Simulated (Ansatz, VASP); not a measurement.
One calculation of Si2Ni2Ir, two programs

File INCAR:

```
PREC     = Accurate       # precision mode
ENCUT    = 520            # plane-wave cutoff, eV
EDIFF    = 1E-7           # SCF threshold, eV
ISMEAR   = 1              # smearing method
SIGMA    = 0.094          # smearing width, eV
LREAL    = False          # projectors in reciprocal space
LASPH    = True           # aspherical terms in the spheres
NELM     = 100            # most SCF steps
ALGO     = Normal         # electronic algorithm
ISIF     = 2              # what is computed and relaxed
LWAVE    = False          # write WAVECAR
LCHARG   = True           # write CHGCAR
LELF     = True           # ELF
LVHAR    = True         
NBANDS   = 26             # bands
ISYM     = 0
```

Contents of KPOINTS:

```
regular mesh
0
Gamma
  5 5 5
```

The input POSCAR:

```
Si2Ni2Ir
1.0
    0.0000000000      3.6364880000      0.0000000000
    3.6364880000      0.0000000000      0.0000000000
    1.8182440000      1.8182440000     -4.6433660000
Ir Ni Si
1 2 2
Direct
    0.0000000000      0.0000000000      0.0000000000
    0.7500000000      0.2500000000      0.5000000000
    0.2500000000      0.7500000000      0.5000000000
    0.3750000000      0.3750000000      0.2500000000
    0.6250000000      0.6250000000      0.7500000000
```

Input for Ansatz:

```yaml
crystal:
  lattice:
    - [0.0, 3.636488, 0.0]
    - [3.636488, 0.0, 0.0]
    - [1.818244, 1.818244, -4.643366]
  atoms:
    - { symbol: Ir, position: [0.0, 0.0, 0.0] }
    - { symbol: Ni, position: [0.75, 0.25, 0.5] }
    - { symbol: Ni, position: [0.25, 0.75, 0.5] }
    - { symbol: Si, position: [0.375, 0.375, 0.25] }
    - { symbol: Si, position: [0.625, 0.625, 0.75] }
  symmetry: { detect: false }
kpoints:
  mp_grid: { grid: [5, 5, 5], shift: [0, 0, 0] }
magnetization:
  spin_polarized: false
scf:
  occupations: { method: methfessel_paxton, width: 0.094 }
  mixing: { preconditioner: resta }
hamiltonian:
  pseudopotentials: { kind: paw }
  xc: lda
basis:
  ecutwfc: 500
output:
  forces: true
  stress: true
  eigenvalues: true
  write_density: true
  write_potential: true
  elf: true
  volumetric_format: npy
```

Alike in both runs: task single point; functional LDA; k mesh 5 × 5 × 5; occupations methfessel-paxton of order 1, width 0.094 eV; no spin polarisation.

|  | VASP | Ansatz |
| --- | --- | --- |
| version | VASP 6.6.1 | Ansatz 0.2.0 |
| potentials or method | VASP PAW LDA potentials, release 64 (Ir, Ni, Si), cutoff 520 eV | PAW plane waves |
| valence electrons in the cell | 37 | 61 |

Ansatz gave:

```
gap on the k mesh at the Fermi level (eV)                     : none
pressure (GPa)                                                : -1.0
traceless stress, the component that is largest in VASP (GPa) : -0.75
rms of the force components (eV/Å)                            : 0.969
```

Problem. Which values does VASP return?

Solution. gap on the k mesh at the Fermi level (eV): none; pressure (GPa): -0.4; traceless stress, the component that is largest in VASP (GPa): -0.76; rms of the force components (eV/Å): 0.973.

LDA's correlation is that of Perdew and Zunger in VASP and of Perdew and Wang (1992) in Ansatz. Atom by atom the forces differ by 0.004 eV/Å (rms over components). A gap of «none» marks a metal or a gap that the smearing closes. VASP's potentials hold 37 valence electrons a cell and Ansatz's 61, so a difference there can come from the potentials and not from the codes.

The k mesh is coarse, so the values compare programs but aren't converged. Neither program's run includes spin-orbit coupling.
